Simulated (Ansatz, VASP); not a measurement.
# Rh in VASP and in Ansatz

INCAR

```
PREC = Accurate
ENCUT = 520
EDIFF = 1E-7
ISMEAR = -1
SIGMA = 0.08
LREAL = False
LASPH = True
NELM = 60
ALGO = Normal
ISIF = 2
LWAVE = False
LCHARG = False
GGA = PE
NBANDS = 14
```

File KPOINTS:

```
regular mesh
0
Gamma
  16 16 16
```

The input POSCAR:

```
Rh
1.0
    0.0000000000      1.9015500000      1.8635190000
    1.9015500000      0.0000000000      1.8635190000
    1.9015500000      1.9015500000      0.0000000000
Rh
1
Direct
    0.0000000000      0.0000000000      0.0000000000
```

Input for Ansatz:

```yaml
crystal:
  lattice:
    - [0.0, 1.90155, 1.863519]
    - [1.90155, 0.0, 1.863519]
    - [1.90155, 1.90155, 0.0]
  atoms:
    - { symbol: Rh, position: [0.0, 0.0, 0.0] }
kpoints:
  mp_grid: { grid: [16, 16, 16] }
  band_path:
    path:
      - [0.0, 0.0, 0.0]
      - [0.0, 0.5, 0.5]
      - [0.25, 0.75, 0.5]
      - [0.0, 0.5, 0.0]
      - [0.0, 0.0, 0.0]
      - [0.5, 0.5, 0.0]
      - [0.3801541025, 0.6198458975, 0.0]
      - [-0.3801541025, 0.3801541025, 0.0]
      - [0.0, 0.0, 0.0]
    npoints: 5
scf:
  occupations: { method: fermi_dirac, width: 0.08 }
hamiltonian:
  xc: pbe
  pseudopotentials: { kind: all_electron, lapw: { basis_error: 0.001 } }
output:
  forces: true
  stress: true
  eigenvalues: true
```

Change from the starting cell: zz strain of -2 %.

Alike in both runs: task single point; functional PBE; k mesh 16 × 16 × 16; occupations fermi-dirac, width 0.08 eV; no spin polarisation.

|  | VASP | Ansatz |
| --- | --- | --- |
| version | VASP 6.6.1 | Ansatz 0.2.0 |
| potentials or method | VASP PAW PBE potentials, release 64 (Rh_pv), cutoff 520 eV | all-electron LAPW, scalar-relativistic |

|  | VASP | Ansatz | Ansatz less VASP |
| --- | --- | --- | --- |
| pressure (GPa) | 12.2 | 12.1 | -0.09 |
| traceless stress, the component that is largest in VASP (GPa) | 3.39 | 3.39 | +0.006 |

Ansatz ran all-electron here, and VASP with PAW potentials.
